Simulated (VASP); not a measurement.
# WSe2 in VASP: notebook

Runs on WSe2. Level: PBE+D3(BJ). Tasks: single point.

Everything below comes from runs of VASP 6.6.1. Logs are shortened: lines on timing, memory, paths and dates and some standing lists are left out, and cuts for length are marked.

**1. The cell of the first run**

The cell holds a slab with vacuum, 3 atoms: a = 3.318 Å, b = 3.207 Å, c = 16.658 Å, α = 90.00°, β = 90.00°, γ = 121.16°.

**2. Single point, PBE+D3(BJ) (strain -0.0450 x Voigt [0, 1, 0, 0, 0, 0])**

Contents of INCAR:

```
ALGO     = Normal         # electronic algorithm
EDIFF    = 1E-6           # SCF threshold, eV
ENCUT    = 520            # plane-wave cutoff, eV
GGA      = PE             # functional
ISIF     = 2              # what is computed and relaxed
ISMEAR   = 0              # smearing method
IVDW     = 12             # dispersion correction
LASPH    = T              # aspherical terms in the spheres
LCHARG   = T              # write CHGCAR
LELF     = T              # ELF
LREAL    = F              # projectors in reciprocal space
LVHAR    = T            
LWAVE    = F              # write WAVECAR
NBANDS   = 20             # bands
NELM     = 80             # most SCF steps
PREC     = Accurate       # precision mode
SIGMA    = 0.05           # smearing width, eV
```

Contents of KPOINTS:

```
k-points
0
Gamma
  9 9 2
```

Contents of POSCAR:

```
WSe2
1.0
    3.3179375931      0.0000000000      0.0000000000
   -1.6589687966      2.7441144228      0.0000000000
    0.0000000000      0.0000000000     16.6581424200
W Se
1 2
Direct
    0.0000000000      0.0000000000      0.0000000000
    0.3333333333      0.6666666667      0.0997865200
    0.3333333333      0.6666666667      0.9002134800
```

Potentials or basis: VASP PAW PBE potentials, release 64 (W_sv, Se).

Launch:

```bash
$ cat potpaw_PBE.64/W_sv/POTCAR potpaw_PBE.64/Se/POTCAR > POTCAR
$ mpirun -np 1 vasp_std > vasp.out
```

OUTCAR:

```text
EDIFF = 1E-6
   ENCUT = 520
   GGA = PE
   ISIF = 2
   ISMEAR = 0
   IVDW = 12
   LASPH = T
   LREAL = F
   NELM = 80
   PREC = Accurate
 IVDW          = 12

 ion  position               nearest neighbor table
   1  0.000  0.000  0.000-   2 2.47   3 2.47   2 2.52   3 2.52   2 2.52   3 2.52
   2  0.333  0.667  0.100-   1 2.47   1 2.52   1 2.52
   3  0.333  0.667  0.900-   1 2.47   1 2.52   1 2.52

  Warning from LATTYP: Monoclinic adjustment (A1->A3, A2->A1, A3->A2)!
  LATTYP: Found a base centered orthorhombic cell.
 ALAT       =     3.3179375931
 B/A-ratio  =     1.6541085212
 C/A-ratio  =     5.0206316281

  Lattice vectors:

 A1 = (   1.6589687966,  -2.7441144228,   0.0000000000)
 A2 = (   1.6589687965,   2.7441144228,   0.0000000000)
 A3 = (   0.0000000000,   0.0000000000,  16.6581424200)

Analysis of symmetry for initial positions (statically):
=====================================================================
 Subroutine PRICEL returns:
 Original cell was already a primitive cell.

 Routine SETGRP: Setting up the symmetry group for a
 base centered orthorhombic supercell.

 Subroutine GETGRP returns: Found  4 space group operations
 (whereof  4 operations were pure point group operations)
 out of a pool of  8 trial point group operations.

The static configuration has the point symmetry C_2v.

Analysis of symmetry for dynamics (positions and initial velocities):
=====================================================================
 Subroutine PRICEL returns:
 Original cell was already a primitive cell.

 Routine SETGRP: Setting up the symmetry group for a
 base centered orthorhombic supercell.

 Subroutine GETGRP returns: Found  4 space group operations
 (whereof  4 operations were pure point group operations)
 out of a pool of  8 trial point group operations.

The dynamic configuration has the point symmetry C_2v.

 Subroutine INISYM returns: Found  4 space group operations
 (whereof  4 operations are pure point group operations),
 and found     1 'primitive' translations

----------------------------------------------------------------------------------------

                                     Primitive cell

  volume of cell :     151.6691

  direct lattice vectors                    reciprocal lattice vectors
     3.317937593  0.000000000  0.000000000     0.301392046  0.182208145  0.000000000
    -1.658968797  2.744114423  0.000000000     0.000000000  0.364416291  0.000000000
     0.000000000  0.000000000 16.658142420     0.000000000  0.000000000  0.060030703

  length of vectors
     3.317937593  3.206609024 16.658142420     0.352188832  0.364416291  0.060030703

  position of ions in fractional coordinates (direct lattice)
     0.000000000  0.000000000  0.000000000
     0.333333333  0.666666667  0.099786520
     0.333333333  0.666666667  0.900213480

  ion indices of the primitive-cell ions
   primitive index   ion index
                 1           1
                 2           2
                 3           3

----------------------------------------------------------------------------------------

 KPOINTS: k-points

Automatic generation of k-mesh.
 Grid dimensions read from file:
 generate k-points for:    9    9    2

 Generating k-lattice:

  Cartesian coordinates                     Fractional coordinates (reciprocal lattice)
     0.033488005  0.020245349  0.000000000     0.111111111  0.000000000  0.000000000
     0.000000000  0.040490699  0.000000000     0.000000000  0.111111111  0.000000000
     0.000000000  0.000000000  0.030015351     0.000000000  0.000000000  0.500000000

  Length of vectors
     0.039132092  0.040490699  0.030015351

  Shift w.r.t. Gamma in fractional coordinates (k-lattice)
     0.000000000  0.000000000  0.000000000

 Subroutine IBZKPT returns following result:
 ===========================================

 Found     50 irreducible k-points:

 Following reciprocal coordinates:
            Coordinates               Weight
  0.000000  0.000000  0.000000      1.000000
  0.111111  0.000000  0.000000      4.000000
  0.222222 -0.000000  0.000000      4.000000
  0.333333 -0.000000  0.000000      4.000000
  0.444444 -0.000000  0.000000      4.000000
  0.000000  0.111111  0.000000      2.000000
[... 16 lines left out ...]
  0.333333  0.333333  0.000000      2.000000
  0.000000  0.444444  0.000000      2.000000
 [... further k-points ...]
   k-points           NKPTS =     50   k-points in BZ     NKDIM =     50   number of bands    NBANDS=     20
   number of dos      NEDOS =    301   number of ions     NIONS =      3
   total plane-waves  NPLWV =  84672
   dimension x,y,z NGX =    28 NGY =   24 NGZ =  126
   dimension x,y,z NGXF=    56 NGYF=   48 NGZF=  252
   ions per type =               1   2
   NGX,Y,Z   is equivalent  to a cutoff of  14.03, 12.44, 12.57 a.u.
   NGXF,Y,Z  is equivalent  to a cutoff of  28.06, 24.89, 25.15 a.u.
 SYSTEM =  unknown system
   PREC   = accura    normal or accurate (medium, high low for compatibility)
   ISTART =      0    job   : 0-new  1-cont  2-samecut
   ICHARG =      2    charge: 1-file 2-atom 10-const
   ISPIN  =      1    spin polarized calculation?
   LNONCOLLINEAR =      F non collinear calculations
   LSORBIT =      F    spin-orbit coupling
   LASPH  =      T    aspherical Exc in radial PAW
   ENCUT  =  520.0 eV  38.22 Ry    6.18 a.u.   6.17  5.96 30.97*2*pi/ulx,y,z
   NELM   =     80;   NELMIN=  2; NELMDL= -5     # of ELM steps
   EDIFF  = 0.1E-05   stopping-criterion for ELM
   LREAL  =      F    real-space projection
   EDIFFG = 0.1E-04   stopping-criterion for IOM
   NSW    =      0    number of steps for IOM
   IBRION =     -1    ionic relax: 0-MD 1-quasi-New 2-CG
   NFREE  =      0    steps in history (QN), initial steepest desc. (CG)
   ISIF   =      2    stress and relaxation
   ISYM   =      2    0-nonsym 1-usesym 2-fastsym
   POTIM  = 0.5000    time-step for ionic-motion
   TEBEG  =    0.0;   TEEND  =   0.0 temperature during run
   PSTRESS=    0.0 pullay stress
   NELECT =      26.0000    total number of electrons
   NUPDOWN=      -1.0000    fix difference up-down
   EMIN   =  10.00;   EMAX   =-10.00  energy-range for DOS
   EFERMI =   0.00;   METHOD = LEGACY
   ISMEAR =     0;   SIGMA  =   0.05  broadening in eV -4-tet -1-fermi 0-gaus
   EFERMI_NEDOS =   21; number of points for ismear=-14 and -15
   IALGO  =     38    algorithm
   IMIX   =      4    mixing-type and parameters
     AMIX     =   0.40;   BMIX     =  1.00
     AMIX_MAG =   1.60;   BMIX_MAG =  1.00
  volume/ion in A,a.u.               =      50.56       341.17
  Fermi-wavevector in a.u.,A,eV,Ry     =   0.909425  1.718564 11.252754  0.827054
  Thomas-Fermi vector in A             =   2.033468
   LORBIT       =      0    0 simple, 1 ext, 2 COOP (PROOUT), +10 PAW based schemes
   GGA     = PE    functional components
   LHFCALC =     F    Hartree Fock is set to
   AEXX    =    0.0000 exact exchange contribution
   IVDW    =    12    specifies the selected vdW correction
   LEPSILON=     F    determine dielectric tensor
   LRPA    =     F    only Hartree local field effects (RPA)
 non-spin polarized calculation
 Gauss-broadening in eV      SIGMA  =   0.05
  energy-cutoff  :      520.00
  volume of cell :      151.67
 maximum number of plane-waves:      4114
 NGX is ok and might be reduce to    28
   NGX = 13   NGY = 11   NGZ = 61

 number of electron      25.9999998 magnetization

 Free energy of the ion-electron system (eV)
  ---------------------------------------------------
  ext. energy  EPLUGINS =         0.00000000
  ---------------------------------------------------
  free energy    TOTEN  =       -21.49229437 eV

  energy without entropy =      -21.49229437  energy(sigma->0) =      -21.49229437

 E-fermi :  -0.4353     XC(G=0):  -4.8676

 val. band max:       -0.6485702881   @ k =   0.3333   0.3333   0.0000
 cond. band min:       1.1066230756   @ k =   0.3333   0.3333   0.5000
 fundamental gap:      1.7551933637
 Fermi energy:        -0.4352946452

 k-point     1 :       0.0000    0.0000    0.0000
  band No.  band energies     occupation
      1     -74.5806      2.00000
      2     -38.8768      2.00000
      3     -38.7379      2.00000
      4     -38.6689      2.00000
      5     -15.7042      2.00000
      6     -14.3526      2.00000
[... 12 lines left out ...]
     19       4.1905      0.00000
     20       4.7003      0.00000

 k-point     2 :       0.1111    0.0000    0.0000
  band No.  band energies     occupation
      1     -74.5791      2.00000
      2     -38.8707      2.00000
      3     -38.7626      2.00000
      4     -38.6829      2.00000
      5     -15.5115      2.00000
      6     -14.2592      2.00000
[... 12 lines left out ...]
     19       4.4408      0.00000
     20       5.3116      0.00000

 k-point     3 :       0.2222   -0.0000    0.0000
  band No.  band energies     occupation
      1     -74.5755      2.00000
      2     -38.8553      2.00000
      3     -38.8349      2.00000
      4     -38.7076      2.00000
      5     -14.9791      2.00000
      6     -14.0034      2.00000
[... 12 lines left out ...]
     19       5.1194      0.00000
     20       6.0322      0.00000

 k-point     4 :       0.3333   -0.0000    0.0000
  band No.  band energies     occupation
      1     -74.5714      2.00000
      2     -38.9219      2.00000
      3     -38.8376      2.00000
      4     -38.7295      2.00000
      5     -14.2606      2.00000
      6     -13.6694      2.00000
[... 429 lines left out ...]
 k-point    23 :       0.3333    0.3333    0.0000
  band No.  band energies     occupation
      1     -74.5657      2.00000
      2     -38.9173      2.00000
      3     -38.8764      2.00000
      4     -38.8147      2.00000
      5     -13.1973      2.00000
      6     -13.1276      2.00000
[... 12 lines left out ...]
     19       6.0107      0.00000
     20       8.0863      0.00000

 k-point    24 :       0.0000    0.4444    0.0000
  band No.  band energies     occupation
      1     -74.5659      2.00000
      2     -38.9592      2.00000
      3     -38.8177      2.00000
      4     -38.8154      2.00000
      5     -13.4866      2.00000
      6     -13.2476      2.00000
[... 12 lines left out ...]
     19       6.2943      0.00000
     20       6.4353      0.00000

 [... further k-points ...]

------------------------ aborting loop because EDIFF is reached ----------------------------------------

 Edisp (eV)   -1.04865

 E8    (eV) :    -0.4967

  FORCE on cell =-STRESS in cart. coord.  units (eV):
  Direction    XX          YY          ZZ          XY          YZ          ZX
  --------------------------------------------------------------------------------------
  -------------------------------------------------------------------------------------
  Total       0.68417     3.91092     2.53541    -0.00000     0.00000     0.00000
  in kB       7.22729    41.31359    26.78311    -0.00000     0.00000     0.00000
  external pressure =       25.11 kB  Pullay stress =        0.00 kB

 VOLUME and BASIS-vectors are now :
 -----------------------------------------------------------------------------
  energy-cutoff  :      520.00
  volume of cell :      151.67
      direct lattice vectors                 reciprocal lattice vectors
     3.317937593  0.000000000  0.000000000     0.301392046  0.182208145  0.000000000
    -1.658968797  2.744114423  0.000000000     0.000000000  0.364416291  0.000000000
     0.000000000  0.000000000 16.658142420     0.000000000  0.000000000  0.060030703

 POSITION                                       TOTAL-FORCE (eV/Angst)
 -----------------------------------------------------------------------------------
      0.00000      0.00000      0.00000         0.000000     -0.449070      0.000000
     -0.00000      1.82941      1.66226        -0.000000      0.224535      0.771593
     -0.00000      1.82941     14.99588        -0.000000      0.224535     -0.771593
 -----------------------------------------------------------------------------------
    total drift:                                0.000001     -0.000064     -0.000000

  FREE ENERGIE OF THE ION-ELECTRON SYSTEM (eV)
  ---------------------------------------------------
  free  energy   TOTEN  =       -22.5409463165 eV

  energy  without entropy=      -22.5409463165  energy(sigma->0) =      -22.54094632
```

Run time: 88 s. Hardware: 1 thread of Intel Xeon 6975P-C (Granite Rapids), shared host; peak memory 0.36 GiB.

What came out:

```
Free energy                : -22.5409 eV
Largest force              : 0.804 eV/Å
Band gap on the k mesh     : 1.76 eV
Dispersion energy per atom : -0.350 eV
```

Forces on the atoms (eV/Å):
```
W    0.000 -0.449  0.000
Se   0.000  0.225  0.772
Se   0.000  0.225 -0.772
```

Levels at points of the mesh, in eV from the valence-band top:
```
           k point  band 11  band 12  band 13  band 14  band 15  band 16
(0.00, 0.00, 0.00)    -1.28    -1.08    -0.46     2.93     3.16     3.37
(0.00, 0.00, 0.50)    -1.28    -1.08    -0.46     2.93     3.16     3.37
```

Caveat: the cell differs from its parent crystal (strain -0.0450 x Voigt [0, 1, 0, 0, 0, 0]); spin-orbit coupling is left out, which moves the levels of the heavy elements.

**3. Single point, PBE+D3(BJ) (strain -0.0300 x Voigt [0, 1, 0, 0, 0, 0])**

Contents of INCAR:

```
SYSTEM = WSe2
PREC     = Accurate       ! precision mode
ENCUT    = 520            ! plane-wave cutoff, eV
EDIFF    = 1E-7           ! SCF threshold, eV
ISMEAR   = 0              ! smearing method
SIGMA    = 0.05           ! smearing width, eV
LREAL    = .FALSE.        ! projectors in reciprocal space
LASPH    = .TRUE.         ! aspherical terms in the spheres
NELM     = 60             ! most SCF steps
ALGO     = Normal         ! electronic algorithm
ISIF     = 2              ! what is computed and relaxed
LWAVE    = .FALSE.        ! write WAVECAR
LCHARG   = .FALSE.        ! write CHGCAR
GGA      = PE             ! functional
IVDW     = 12             ! dispersion correction
NBANDS   = 20             ! bands
```

Contents of KPOINTS:

```
regular mesh
0
G
  9 9 2
  0 0 0
```

POSCAR: that of step 2 with these lines changed.

```diff
@@ -3,3 +3,3 @@
     3.3179375931      0.0000000000      0.0000000000
-   -1.6589687966      2.7441144228      0.0000000000
+   -1.6589687966      2.7872156965      0.0000000000
     0.0000000000      0.0000000000     16.6581424200
```

Potentials or basis: VASP PAW PBE potentials, release 64 (W_sv, Se).

Launch:

```bash
$ cat potpaw_PBE.64/W_sv/POTCAR potpaw_PBE.64/Se/POTCAR > POTCAR
$ mpirun -np 1 vasp_std > vasp.out
```

It took 94 s on 1 thread of Intel Xeon 6975P-C (Granite Rapids), shared host; peak memory 0.37 GiB.

The run converged. Its results:

```yaml
Free_energy: -22.5895 eV
Largest_force: 0.596 eV/Å
Band_gap_on_the_k_mesh: 1.68 eV
Dispersion_energy_per_atom: -0.344 eV
```

Forces on the atoms (eV/Å):
```
W    0.000 -0.273  0.000
Se   0.000  0.137  0.580
Se   0.000  0.137 -0.580
```

Levels at points of the mesh, in eV from the valence-band top:
```csv
k point,band 10,band 11,band 12,band 13,band 14,band 15,band 16,band 17
"(0.00, 0.00, 0.00)",-2.21,-1.28,-1.15,-0.39,2.93,3.15,3.22,3.41
"(0.00, 0.00, 0.50)",-2.21,-1.28,-1.15,-0.39,2.93,3.15,3.22,3.41
```

Caveat: the cell differs from its parent crystal (strain -0.0300 x Voigt [0, 1, 0, 0, 0, 0]); spin-orbit coupling is left out, which moves the levels of the heavy elements.
